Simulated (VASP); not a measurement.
# ZnF2 (P4_2/mnm) in VASP: further runs

ZnF2 is run at these levels: PBE; tasks: single point.

Program: VASP 6.6.1. These are calculated values, not measurements. Logs are shortened: lines on timing, memory, paths and dates and some standing lists are left out, and cuts for length are marked.

## (1) The cell of the first run

Symmetry: P4_2/mnm, No. 136, tetragonal system. The conventional cell has a = 4.744 Å, b = 4.744 Å, c = 3.160 Å, α = 90.00°, β = 90.00°, γ = 90.00°. Zn (site symmetry mmm) has 6 F at 2.03 to 2.06 Å within 2.7 Å. F (site symmetry m2m) has 3 Zn at 2.03 to 2.06 Å and 1 F at 2.65 Å within 2.7 Å.

## (2) Single point, PBE

Input file INCAR:

```
SYSTEM = ZnF2
ALGO = Normal ; EDIFF = 1E-6
ENCUT = 600 ; GGA = PE
GGA_COMPAT = .FALSE. ; ISIF = 2
ISMEAR = 0 ; LASPH = .TRUE.
LCHARG = .TRUE. ; LELF = .TRUE.
LREAL = .FALSE. ; LVHAR = .TRUE.
LWAVE = .FALSE. ; NBANDS = 35
NELM = 120 ; PREC = Accurate
SIGMA = 0.01
```

Input file KPOINTS:

```
k-points
0
G
  4 4 6
  0 0 0
```

Input file POSCAR:

```
ZnF2
1.0
    4.7436844080      0.0000000000      0.0000000000
    0.0000000000      4.7436844080      0.0000000000
    0.0000000000      0.0000000000      3.1597003481
Zn F
2 4
Direct
    0.0000000000      0.0000000000      0.0000000000
    0.5000000000      0.5000000000      0.5000000000
    0.3024000000      0.3024000000      0.0000000000
    0.1976000000      0.8024000000      0.5000000000
    0.6976000000      0.6976000000      0.0000000000
    0.8024000000      0.1976000000      0.5000000000
```

Potentials or basis: VASP PAW PBE potentials, release 64 (Zn, F).

Command:

```bash
cat potpaw_PBE.64/Zn/POTCAR potpaw_PBE.64/F/POTCAR > POTCAR
mpirun -np 1 vasp_std > vasp.out
```

OUTCAR:

```text
SYSTEM = ZnF2
   EDIFF = 1E-6
   ENCUT = 600
   GGA = PE
   ISIF = 2
   ISMEAR = 0
   LASPH = .TRUE.
   LREAL = .FALSE.
   NELM = 120
   PREC = Accurate

 ion  position               nearest neighbor table
   1  0.000  0.000  0.000-   3 2.03   5 2.03   4 2.06   6 2.06   4 2.06   6 2.06
   2  0.500  0.500  0.500-   4 2.03   6 2.03   5 2.06   3 2.06   3 2.06   5 2.06
   3  0.302  0.302  0.000-   1 2.03   2 2.06   2 2.06
   4  0.198  0.802  0.500-   2 2.03   1 2.06   1 2.06
   5  0.698  0.698  0.000-   1 2.03   2 2.06   2 2.06
   6  0.802  0.198  0.500-   2 2.03   1 2.06   1 2.06

  LATTYP: Found a simple tetragonal cell.
 ALAT       =     4.7436844080
 C/A-ratio  =     0.6660856997

  Lattice vectors:

 A1 = (   4.7436844080,   0.0000000000,   0.0000000000)
 A2 = (   0.0000000000,   4.7436844080,   0.0000000000)
 A3 = (   0.0000000000,   0.0000000000,   3.1597003481)

Analysis of symmetry for initial positions (statically):
=====================================================================
 Subroutine PRICEL returns:
 Original cell was already a primitive cell.

 Routine SETGRP: Setting up the symmetry group for a
 simple tetragonal supercell.

 Subroutine GETGRP returns: Found 16 space group operations
 (whereof  8 operations were pure point group operations)
 out of a pool of 16 trial point group operations.

The static configuration has the point symmetry D_2h.
 The point group associated with its full space group is D_4h.

Analysis of symmetry for dynamics (positions and initial velocities):
=====================================================================
 Subroutine PRICEL returns:
 Original cell was already a primitive cell.

 Routine SETGRP: Setting up the symmetry group for a
 simple tetragonal supercell.

 Subroutine GETGRP returns: Found 16 space group operations
 (whereof  8 operations were pure point group operations)
 out of a pool of 16 trial point group operations.

The dynamic configuration has the point symmetry D_2h.
 The point group associated with its full space group is D_4h.

 Subroutine INISYM returns: Found 16 space group operations
 (whereof  8 operations are pure point group operations),
 and found     1 'primitive' translations

----------------------------------------------------------------------------------------

                                     Primitive cell

  volume of cell :      71.1013

  direct lattice vectors                    reciprocal lattice vectors
     4.743684408  0.000000000  0.000000000     0.210806604  0.000000000  0.000000000
     0.000000000  4.743684408  0.000000000     0.000000000  0.210806604  0.000000000
     0.000000000  0.000000000  3.159700348     0.000000000  0.000000000  0.316485707

  length of vectors
     4.743684408  4.743684408  3.159700348     0.210806604  0.210806604  0.316485707

  position of ions in fractional coordinates (direct lattice)
     0.000000000  0.000000000  0.000000000
     0.500000000  0.500000000  0.500000000
     0.302400000  0.302400000  0.000000000
     0.197600000  0.802400000  0.500000000
     0.697600000  0.697600000  0.000000000
     0.802400000  0.197600000  0.500000000

  ion indices of the primitive-cell ions
   primitive index   ion index
                 1           1
                 2           2
                 3           3
                 4           4
                 5           5
                 6           6

----------------------------------------------------------------------------------------

 KPOINTS: k-points

Automatic generation of k-mesh.
 Grid dimensions read from file:
 generate k-points for:    4    4    6

 Generating k-lattice:

  Cartesian coordinates                     Fractional coordinates (reciprocal lattice)
     0.052701651  0.000000000  0.000000000     0.250000000  0.000000000  0.000000000
     0.000000000  0.052701651  0.000000000     0.000000000  0.250000000  0.000000000
     0.000000000  0.000000000  0.052747618     0.000000000  0.000000000  0.166666667

  Length of vectors
     0.052701651  0.052701651  0.052747618

  Shift w.r.t. Gamma in fractional coordinates (k-lattice)
     0.000000000  0.000000000  0.000000000

 Subroutine IBZKPT returns following result:
 ===========================================

 Found     24 irreducible k-points:

 Following reciprocal coordinates:
            Coordinates               Weight
  0.000000  0.000000  0.000000      1.000000
  0.250000  0.000000  0.000000      4.000000
  0.500000  0.000000  0.000000      2.000000
  0.250000  0.250000  0.000000      4.000000
  0.500000  0.250000  0.000000      4.000000
  0.500000  0.500000  0.000000      1.000000
[... 16 lines left out ...]
  0.500000  0.250000  0.500000      4.000000
  0.500000  0.500000  0.500000      1.000000
   k-points           NKPTS =     24   k-points in BZ     NKDIM =     24   number of bands    NBANDS=     35
   number of dos      NEDOS =    301   number of ions     NIONS =      6
   total plane-waves  NPLWV =  44800
   dimension x,y,z NGX =    40 NGY =   40 NGZ =   28
   dimension x,y,z NGXF=    80 NGYF=   80 NGZF=   56
   ions per type =               2   4
   NGX,Y,Z   is equivalent  to a cutoff of  14.02, 14.02, 14.73 a.u.
   NGXF,Y,Z  is equivalent  to a cutoff of  28.04, 28.04, 29.46 a.u.
 SYSTEM =  ZnF2
   PREC   = accura    normal or accurate (medium, high low for compatibility)
   ISTART =      0    job   : 0-new  1-cont  2-samecut
   ICHARG =      2    charge: 1-file 2-atom 10-const
   ISPIN  =      1    spin polarized calculation?
   LNONCOLLINEAR =      F non collinear calculations
   LSORBIT =      F    spin-orbit coupling
   LASPH  =      T    aspherical Exc in radial PAW
   ENCUT  =  600.0 eV  44.10 Ry    6.64 a.u.   9.47  9.47  6.31*2*pi/ulx,y,z
   NELM   =    120;   NELMIN=  2; NELMDL= -5     # of ELM steps
   EDIFF  = 0.1E-05   stopping-criterion for ELM
   LREAL  =      F    real-space projection
   EDIFFG = 0.1E-04   stopping-criterion for IOM
   NSW    =      0    number of steps for IOM
   IBRION =     -1    ionic relax: 0-MD 1-quasi-New 2-CG
   NFREE  =      0    steps in history (QN), initial steepest desc. (CG)
   ISIF   =      2    stress and relaxation
   ISYM   =      2    0-nonsym 1-usesym 2-fastsym
   POTIM  = 0.5000    time-step for ionic-motion
   TEBEG  =    0.0;   TEEND  =   0.0 temperature during run
   PSTRESS=    0.0 pullay stress
   NELECT =      52.0000    total number of electrons
   NUPDOWN=      -1.0000    fix difference up-down
   EMIN   =  10.00;   EMAX   =-10.00  energy-range for DOS
   EFERMI =   0.00;   METHOD = LEGACY
   ISMEAR =     0;   SIGMA  =   0.01  broadening in eV -4-tet -1-fermi 0-gaus
   EFERMI_NEDOS =   21; number of points for ismear=-14 and -15
   IALGO  =     38    algorithm
   IMIX   =      4    mixing-type and parameters
     AMIX     =   0.40;   BMIX     =  1.00
     AMIX_MAG =   1.60;   BMIX_MAG =  1.00
  volume/ion in A,a.u.               =      11.85        79.97
  Fermi-wavevector in a.u.,A,eV,Ry     =   1.474971  2.787291 29.600007  2.175539
  Thomas-Fermi vector in A             =   2.589677
   LORBIT       =      0    0 simple, 1 ext, 2 COOP (PROOUT), +10 PAW based schemes
   GGA     = PE    functional components
   LHFCALC =     F    Hartree Fock is set to
   AEXX    =    0.0000 exact exchange contribution
   IVDW    =     0    specifies the selected vdW correction
   LEPSILON=     F    determine dielectric tensor
   LRPA    =     F    only Hartree local field effects (RPA)
 non-spin polarized calculation
 Gauss-broadening in eV      SIGMA  =   0.01
  energy-cutoff  :      600.00
  volume of cell :       71.10
 maximum number of plane-waves:      2395
 NGX is ok and might be reduce to    40
   NGX = 19   NGY = 19   NGZ = 13

 number of electron      52.0000003 magnetization

 Free energy of the ion-electron system (eV)
  ---------------------------------------------------
  ext. energy  EPLUGINS =         0.00000000
  ---------------------------------------------------
  free energy    TOTEN  =       -23.22336178 eV

  energy without entropy =      -23.22336178  energy(sigma->0) =      -23.22336178

 E-fermi :  -1.2544     XC(G=0): -10.1471

 val. band max:       -1.3738046695   @ k =   0.0000   0.0000   0.0000
 cond. band min:       2.0608581913   @ k =   0.0000   0.0000   0.0000
 fundamental gap:      3.4346628608
 Fermi energy:        -1.2543703751

 k-point     1 :       0.0000    0.0000    0.0000
  band No.  band energies     occupation
      1     -23.0550      2.00000
      2     -22.3321      2.00000
      3     -22.3321      2.00000
      4     -22.2884      2.00000
      5      -7.4041      2.00000
      6      -6.5675      2.00000
[... 27 lines left out ...]
     34      13.5322      0.00000
     35      13.5322      0.00000

 k-point     2 :       0.2500    0.0000    0.0000
  band No.  band energies     occupation
      1     -22.9666      2.00000
      2     -22.4869      2.00000
      3     -22.3134      2.00000
      4     -22.2514      2.00000
      5      -7.1169      2.00000
      6      -6.4728      2.00000
[... 27 lines left out ...]
     34      14.2074      0.00000
     35      14.5514      0.00000

 k-point     3 :       0.5000    0.0000    0.0000
  band No.  band energies     occupation
      1     -22.7418      2.00000
      2     -22.7418      2.00000
      3     -22.2726      2.00000
      4     -22.2726      2.00000
      5      -6.5145      2.00000
      6      -6.5145      2.00000
[... 27 lines left out ...]
     34      14.2252      0.00000
     35      15.0636      0.00000
[... 723 lines left out ...]
 k-point    23 :       0.5000    0.2500    0.5000
  band No.  band energies     occupation
      1     -22.4813      2.00000
      2     -22.4813      2.00000
      3     -22.3296      2.00000
      4     -22.3296      2.00000
      5      -6.5285      2.00000
      6      -6.5285      2.00000
[... 27 lines left out ...]
     34      12.0467      0.00000
     35      14.7029      0.00000

 k-point    24 :       0.5000    0.5000    0.5000
  band No.  band energies     occupation
      1     -22.4873      2.00000
      2     -22.4873      2.00000
      3     -22.3211      2.00000
      4     -22.3211      2.00000
      5      -6.6733      2.00000
      6      -6.6733      2.00000
[... 27 lines left out ...]
     34      11.2199      0.00000
     35      15.6501      0.00000

------------------------ aborting loop because EDIFF is reached ----------------------------------------

  FORCE on cell =-STRESS in cart. coord.  units (eV):
  Direction    XX          YY          ZZ          XY          YZ          ZX
  --------------------------------------------------------------------------------------
  -------------------------------------------------------------------------------------
  Total        1.4631851      1.4631851      1.5699059      0.0000000      0.0000000      0.0000000
  in kB       32.9710187     32.9710187     35.3758373      0.0000000      0.0000000      0.0000000
  external PRESSURE =      33.7726249 kB  Pullay stress =       0.0000000 kB

 VOLUME and BASIS-vectors are now :
 -----------------------------------------------------------------------------
  energy-cutoff  :      600.00
  volume of cell :       71.10
      direct lattice vectors                 reciprocal lattice vectors
     4.743684408  0.000000000  0.000000000     0.210806604  0.000000000  0.000000000
     0.000000000  4.743684408  0.000000000     0.000000000  0.210806604  0.000000000
     0.000000000  0.000000000  3.159700348     0.000000000  0.000000000  0.316485707

 POSITION                                       TOTAL-FORCE (eV/Angst)
 -----------------------------------------------------------------------------------
      0.00000      0.00000      0.00000         0.000000      0.000000      0.000000
      2.37184      2.37184      1.57985         0.000000      0.000000      0.000000
      1.43449      1.43449      0.00000         0.032052      0.032052     -0.000000
      0.93735      3.80633      1.57985        -0.032052      0.032052      0.000000
      3.30919      3.30919      0.00000        -0.032052     -0.032052      0.000000
      3.80633      0.93735      1.57985         0.032052     -0.032052      0.000000
 -----------------------------------------------------------------------------------
    total drift:                               -0.000000      0.000000     -0.000000

  FREE ENERGIE OF THE ION-ELECTRON SYSTEM (eV)
  ---------------------------------------------------
  free  energy   TOTEN  =       -23.2233617845 eV

  energy  without entropy=      -23.2233617845  energy(sigma->0) =      -23.22336178
```

It took 51 s on 1 thread of Intel Xeon Platinum 8559C (Emerald Rapids), shared host; peak memory 0.22 GiB.

Results:

```yaml
Free_energy: -23.2234 eV
Pressure: 3.4 GPa
Largest_force: 0.045 eV/Å
Band_gap_on_the_k_mesh: 3.43 eV, direct
```

Forces on the atoms (eV/Å):
```
Zn   0.000  0.000  0.000
Zn   0.000  0.000  0.000
F    0.032  0.032  0.000
F   -0.032  0.032  0.000
F   -0.032 -0.032  0.000
F    0.032 -0.032  0.000
```

## (3) Single point, PBE

This run uses another cell than the first one, of 12.14 Å³/atom, 1.024 times its volume.

Input file INCAR:

```
SYSTEM = ZnF2
PREC = Accurate
ENCUT = 600
EDIFF = 1E-6
ISMEAR = 0
SIGMA = 0.01
LREAL = .False.
LASPH = .True.
NELM = 120
ALGO = Normal
ISIF = 2
LWAVE = .False.
LCHARG = .False.
GGA = PE
NBANDS = 35
GGA_COMPAT = .False.
```

Input file KPOINTS:

```
regular mesh
0
Gamma
  4 4 6
  0 0 0
```

Changes to POSCAR since step 2:

```diff
@@ -2,5 +2,5 @@
 1.0
-    4.7436844080      0.0000000000      0.0000000000
-    0.0000000000      4.7436844080      0.0000000000
-    0.0000000000      0.0000000000      3.1597003481
+    4.7819415795      0.0000000000      0.0000000000
+    0.0000000000      4.7819415795      0.0000000000
+    0.0000000000      0.0000000000      3.1851829030
 Zn F
```

Potentials or basis: VASP PAW PBE potentials, release 64 (Zn, F).

Command:

```bash
cat potpaw_PBE.64/Zn/POTCAR potpaw_PBE.64/F/POTCAR > POTCAR
mpirun -np 1 vasp_std > vasp.out
```

Run time: 44 s. Hardware: 1 thread of Intel Xeon Platinum 8559C (Emerald Rapids), shared host; peak memory 0.22 GiB.

The run converged. Its results:

- Free energy: -23.2489 eV
- Pressure: 0.6 GPa
- Largest force: 0.076 eV/Å
- Band gap on the k mesh: 3.39 eV, direct

Forces on the atoms (eV/Å):
```
Zn   0.000  0.000  0.000
Zn   0.000  0.000  0.000
F    0.053  0.053  0.000
F   -0.053  0.053  0.000
F   -0.053 -0.053  0.000
F    0.053 -0.053  0.000
```

Stress tensor (GPa, compression positive):
```
0.67 0.00 0.00
0.00 0.67 0.00
0.00 0.00 0.44
```

Levels at points of the mesh, in eV from the valence-band top:
| k point | band 22 | band 23 | band 24 | band 25 | band 26 | band 27 | band 28 | band 29 | band 30 | band 31 |
| --- | --- | --- | --- | --- | --- | --- | --- | --- | --- | --- |
| (0.00, 0.00, 0.00) | -1.29 | -0.95 | -0.32 | -0.32 | 0.00 | 3.39 | 9.03 | 9.61 | 9.61 | 13.43 |
| (0.50, 0.00, 0.00) | -1.39 | -0.58 | -0.58 | -0.40 | -0.40 | 5.94 | 5.94 | 10.50 | 10.50 | 12.78 |
| (0.50, 0.50, 0.00) | -1.57 | -1.09 | -1.09 | -0.34 | -0.34 | 6.79 | 6.79 | 9.14 | 9.14 | 14.31 |
| (0.00, 0.00, 0.50) | -1.24 | -1.21 | -1.21 | -1.19 | -1.19 | 7.99 | 7.99 | 11.69 | 11.69 | 13.01 |
| (0.50, 0.00, 0.50) | -1.51 | -1.17 | -1.17 | -0.04 | -0.04 | 8.45 | 8.45 | 10.23 | 10.23 | 13.65 |
| (0.50, 0.50, 0.50) | -1.27 | -1.19 | -1.19 | -0.73 | -0.73 | 7.81 | 7.81 | 11.50 | 11.50 | 12.03 |
